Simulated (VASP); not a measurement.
# Si3N4 in VASP: a series of runs, part 2 of 2

VASP 6.6.1. The steps go on from the part before.

### Step 3. Single point, PBE (z stretched by +3 %, then relaxed in part)

INCAR reads:

```
SYSTEM = Si3N4
ALGO = Normal
EDIFF = 1E-6
ENCUT = 520
GGA = PE
ISIF = 2
ISMEAR = -1
LASPH = .True.
LCHARG = .False.
LREAL = .False.
LWAVE = .False.
NBANDS = 45
NELM = 100
PREC = Accurate
SIGMA = 0.02
```

KPOINTS reads:

```
k-points
0
Gamma
  6 6 6
  0 0 0
```

POSCAR reads:

```
Si3N4
1.0
   -3.2373500000      3.2373500000      3.3344705000
    3.2373500000     -3.2373500000      3.3344705000
    3.2373500000      3.2373500000     -3.3344705000
Si N
6 8
Direct
    0.2500000000      0.1267104121      0.8767104121
    0.8732895879      0.2500000000      0.1232895879
    0.7500000000      0.3732895879      0.6232895879
    0.6267104121      0.7500000000      0.3767104121
    0.1250000000      0.8750000000      0.2500000000
    0.3750000000      0.6250000000      0.7500000000
    0.5638631691      0.5650601784      0.5632321037
    0.4349398216      0.4981719253     -0.0011970093
    0.5018280747      0.0006310654      0.9367678963
   -0.0006310654      0.4361368309      0.5011970093
    0.9361368309      0.4993689346      0.0011970093
    0.0650601784      0.0638631691      0.0632321037
   -0.0018280747      0.9349398216      0.4988029907
    0.5006310654      0.0018280747      0.4367678963
```

Potentials or basis: VASP PAW PBE potentials, release 64 (Si, N).

Launch:

```console
$ cat potpaw_PBE.64/Si/POTCAR potpaw_PBE.64/N/POTCAR > POTCAR
$ mpirun -np 1 vasp_std > vasp.out
```

OUTCAR:

```text
SYSTEM = Si3N4
   EDIFF = 1E-6
   ENCUT = 520
   GGA = PE
   ISIF = 2
   ISMEAR = -1
   LASPH = .True.
   LREAL = .False.
   NELM = 100
   PREC = Accurate

 ion  position               nearest neighbor table
   1  0.250  0.127  0.877-   9 1.77  13 1.77  12 1.77   8 1.77   5 3.04   6 3.04   2 3.05   4 3.05
                             2 3.05   4 3.05   6 3.08   5 3.08
   2  0.873  0.250  0.123-  12 1.77  10 1.77   9 1.77  11 1.77   6 3.04   5 3.04   3 3.05   1 3.05
                             3 3.05   1 3.05   5 3.08   6 3.08
   3  0.750  0.373  0.623-   7 1.77  11 1.77  14 1.77  10 1.77   5 3.04   6 3.04   4 3.05   2 3.05
                             2 3.05   4 3.05   6 3.08   5 3.08
   4  0.627  0.750  0.377-  14 1.77   8 1.77  13 1.77   7 1.77   6 3.04   5 3.04   1 3.05   3 3.05
                             1 3.05   3 3.05   6 3.08   5 3.08
   5  0.125  0.875  0.250-  11 1.77  12 1.77  13 1.77  14 1.77   1 3.04   2 3.04   4 3.04   3 3.04
                             4 3.08   1 3.08   2 3.08   3 3.08
[... 1359 lines left out ...]
------------------------ aborting loop because EDIFF is reached ----------------------------------------

  FORCE on cell =-STRESS in cart. coord.  units (eV):
  Direction    XX          YY          ZZ          XY          YZ          ZX
  --------------------------------------------------------------------------------------
  -------------------------------------------------------------------------------------
  Total       -3.4292834     -3.4292834     -8.2386882      0.0000000     -0.0000000      0.0000000
  in kB      -39.3049981    -39.3049981    -94.4283643      0.0000000     -0.0000000      0.0000000
  external PRESSURE =     -57.6794535 kB  Pullay stress =       0.0000000 kB

 VOLUME and BASIS-vectors are now :
 -----------------------------------------------------------------------------
  energy-cutoff  :      520.00
  volume of cell :      139.79
      direct lattice vectors                 reciprocal lattice vectors
    -3.237350000  3.237350000  3.334470500     0.000000000  0.154447310  0.149948845
     3.237350000 -3.237350000  3.334470500     0.154447310  0.000000000  0.149948845
     3.237350000  3.237350000 -3.334470500     0.154447310  0.154447310  0.000000000

 POSITION                                       TOTAL-FORCE (eV/Angst)
 -----------------------------------------------------------------------------------
      2.43909      3.23735     -1.66724        -0.001932     -0.000000     -0.000000
     -1.61868      2.41694      3.33447        -0.000000      0.001932     -0.000000
      0.79826      3.23735      1.66724         0.001932     -0.000000     -0.000000
      1.61868      0.82041      3.33447        -0.000000     -0.001932     -0.000000
      3.23735     -1.61868      2.50085        -0.000000     -0.000000     -0.000000
      3.23735      1.61868      0.83362        -0.000000     -0.000000     -0.000000
      1.82725      1.81950      1.88628        -0.008793     -0.000006      0.018468
      3.43818      3.02877     -0.21905        -0.000006      0.008793     -0.018468
      1.41010      4.65520     -1.44819         0.008793      0.000006      0.018468
     -0.20083      3.44593      3.11542         0.000006     -0.008793     -0.018468
     -1.41010      1.41785      4.78266        -0.008793      0.000006     -0.018468
      0.20083      0.20858      0.21905        -0.000006     -0.008793      0.018468
      1.41010      1.81950      4.78266         0.008793     -0.000006     -0.018468
     -0.20083      3.02877      0.21905         0.000006      0.008793      0.018468
 -----------------------------------------------------------------------------------
    total drift:                                0.000002      0.000002      0.000002

  FREE ENERGIE OF THE ION-ELECTRON SYSTEM (eV)
  ---------------------------------------------------
  free  energy   TOTEN  =      -113.0490587664 eV

  energy  without entropy=     -113.0490587664  energy(sigma->0) =     -113.04905877
```

OSZICAR:

```text
N       E                     dE             d eps       ncg     rms          rms(c)
DAV:   1     0.251115633689E+03    0.25112E+03   -0.31175E+04  2700   0.131E+03
DAV:   2    -0.108744077545E+03   -0.35986E+03   -0.34185E+03  3433   0.271E+02
DAV:   3    -0.128505101803E+03   -0.19761E+02   -0.19622E+02  3440   0.658E+01
DAV:   4    -0.128763666912E+03   -0.25857E+00   -0.25775E+00  3424   0.809E+00
DAV:   5    -0.128768964656E+03   -0.52977E-02   -0.52915E-02  3332   0.108E+00    0.278E+01
DAV:   6    -0.113084038787E+03    0.15685E+02   -0.57712E+01  3246   0.301E+01    0.123E+01
DAV:   7    -0.113089674260E+03   -0.56355E-02   -0.28103E+00  3488   0.692E+00    0.603E+00
DAV:   8    -0.113049017542E+03    0.40657E-01   -0.14336E-01  3235   0.189E+00    0.191E+00
DAV:   9    -0.113047823102E+03    0.11944E-02   -0.31309E-02  3376   0.899E-01    0.334E-01
DAV:  10    -0.113049022878E+03   -0.11998E-02   -0.31334E-03  3267   0.237E-01    0.122E-01
DAV:  11    -0.113049054183E+03   -0.31306E-04   -0.58016E-04  3232   0.115E-01    0.306E-02
DAV:  12    -0.113049056697E+03   -0.25141E-05   -0.17835E-05  3286   0.240E-02    0.108E-02
DAV:  13    -0.113049058594E+03   -0.18969E-05   -0.32776E-06  2784   0.915E-03    0.293E-03
DAV:  14    -0.113049058766E+03   -0.17229E-06   -0.31766E-07  1832   0.273E-03
   1 F= -.11304906E+03 E0= -.11304906E+03  d E =-.590780E-12
```

It took 2.6 min on 1 thread of Intel Xeon Platinum 8488C (Sapphire Rapids), shared host; peak memory 0.33 GiB.

Results:

```
Free energy            : -113.0491 eV
Pressure               : -5.8 GPa
Largest force          : 0.020 eV/Å
Band gap on the k mesh : 3.93 eV (least direct gap 4.12 eV)
```

Forces on the atoms (eV/Å):
```
Si  -0.002  0.000  0.000
Si   0.000  0.002  0.000
Si   0.002  0.000  0.000
Si   0.000 -0.002  0.000
Si   0.000  0.000  0.000
Si   0.000  0.000  0.000
N   -0.009  0.000  0.018
N    0.000  0.009 -0.018
N    0.009  0.000  0.018
N    0.000 -0.009 -0.018
N   -0.009  0.000 -0.018
N    0.000 -0.009  0.018
N    0.009  0.000 -0.018
N    0.000  0.009  0.018
```

Stress tensor (GPa, compression positive):
```
-3.93  0.00  0.00
 0.00 -3.93  0.00
 0.00  0.00 -9.44
```

Caveat: the cell differs from its parent crystal (z stretched by +3 %, then relaxed in part); the cell stands under tension.

### Step 4. Relaxation of the atoms, PBE (9.11 Å³/atom)

This run uses another cell than the first one, of 9.11 Å³/atom.

INCAR reads:

```
PREC = Accurate
ENCUT = 520
EDIFF = 1E-6
ISMEAR = -1
SIGMA = 0.02
LREAL = False
LASPH = True
NELM = 100
ALGO = Normal
ISIF = 2
LWAVE = False
LCHARG = False
GGA = PE
IBRION = 2
NSW = 80
EDIFFG = -0.02
```

KPOINTS reads:

```
regular mesh
0
Gamma
  6 6 6
```

POSCAR reads:

```
Si3N4
1.0
   -3.1712630890      3.1712630890      3.1712630890
    3.1712630890     -3.1712630890      3.1712630890
    3.1712630890      3.1712630890     -3.1712630890
Si N
6 8
Direct
    0.2500000000      0.1250000000      0.8750000000
    0.8750000000      0.2500000000      0.1250000000
    0.7500000000      0.3750000000      0.6250000000
    0.6250000000      0.7500000000      0.3750000000
    0.1250000000      0.8750000000      0.2500000000
    0.3750000000      0.6250000000      0.7500000000
    0.5628000000      0.5628000000      0.5628000000
    0.4372000000      0.5000000000      0.0000000000
    0.5000000000      0.0000000000      0.9372000000
    0.0000000000      0.4372000000      0.5000000000
    0.9372000000      0.5000000000      0.0000000000
    0.0628000000      0.0628000000      0.0628000000
    0.0000000000      0.9372000000      0.5000000000
    0.5000000000      0.0000000000      0.4372000000
```

Launch:

```console
$ cat potpaw_PBE.64/Si/POTCAR potpaw_PBE.64/N/POTCAR > POTCAR
$ mpirun -np 1 vasp_std > vasp.out
```

Run time: 6.1 min. Hardware: 1 thread of Oxide Virtual Turin-like, shared host; peak memory 0.25 GiB.

It converged, with:

| Item | Value |
| --- | --- |
| Free energy | -112.6282 eV |
| Energy gained by relaxing | 1.8 meV/atom |
| Ionic steps | 3 |
| Pressure after relaxing | 19.4 GPa |
| Band gap on the k mesh | 4.21 eV (least direct gap 4.41 eV) |

Forces on the atoms (eV/Å):
```
Si   0.000  0.000  0.000
Si   0.000  0.000  0.000
Si   0.000  0.000  0.000
Si   0.000  0.000  0.000
Si   0.000  0.000  0.000
Si   0.000  0.000  0.000
N   -0.001 -0.001 -0.001
N   -0.001  0.001  0.001
N    0.001  0.001 -0.001
N    0.001 -0.001  0.001
N   -0.001  0.001  0.001
N   -0.001 -0.001 -0.001
N    0.001 -0.001  0.001
N    0.001  0.001 -0.001
```

Step by step:
| step | energy change (eV) | largest force (eV/Å) | pressure (GPa) |
| --- | --- | --- | --- |
| 1 | 0.0000 | 0.1808 | 20.44 |
| 2 | -0.0111 | 0.1356 | 20.19 |
| 3 | -0.0255 | 0.0022 | 19.36 |

Final structure:
```
Si N
1.0
    -3.17126    3.17126    3.17126
     3.17126   -3.17126    3.17126
     3.17126    3.17126   -3.17126
Si N
6 8
Direct
  0.25000 0.12500 0.87500
  0.87500 0.25000 0.12500
  0.75000 0.37500 0.62500
  0.62500 0.75000 0.37500
  0.12500 0.87500 0.25000
  0.37500 0.62500 0.75000
  0.55645 0.55645 0.55645
  0.44355 0.50000 0.00000
  0.50000 0.00000 0.94355
  0.00000 0.44355 0.50000
  0.94355 0.50000 0.00000
  0.05645 0.05645 0.05645
  0.00000 0.94355 0.50000
  0.50000 0.00000 0.44355
```

Levels at points of the mesh, in eV from the valence-band top:
| k point | band 29 | band 30 | band 31 | band 32 | band 33 | band 34 | band 35 | band 36 |
| --- | --- | --- | --- | --- | --- | --- | --- | --- |
| (0.00, 0.00, 0.00) | -0.15 | -0.15 | -0.15 | -0.03 | 4.57 | 4.57 | 5.06 | 5.06 |
| (0.50, 0.00, 0.00) | -1.35 | -1.35 | -0.01 | -0.01 | 5.22 | 5.22 | 6.42 | 6.42 |
| (0.50, 0.50, 0.50) | -2.08 | -2.08 | -1.26 | -1.26 | 5.68 | 5.68 | 5.68 | 5.68 |

A k mesh can miss the band edges.

### Step 5. Overview

```tsv
task	cell	gap on the mesh (eV)	pressure (GPa)
relaxation of the atoms	atoms relaxed from a = 5.531 Å, angles 109.5°, 14 atoms, atomic positions A	4.20	12.9
single point	a = 5.664 Å, angles 110.3, 110.3, 107.9°, 14 atoms, atomic positions B	3.93	-5.8
relaxation of the atoms	atoms relaxed from a = 5.493 Å, angles 109.5°, 14 atoms, atomic positions A	4.21	19.4
```

Alike in all rows: level PBE; potentials or basis VASP PAW PBE potentials, release 64 (Si, N); no spin polarisation; k mesh 6 × 6 × 6; cutoff (eV) 520; smearing fermi-dirac 0.02 eV.

Caveats: the cell stands under tension (at least some runs).

Total energies depend on the potentials used, so only differences within one code and one set of settings carry meaning.
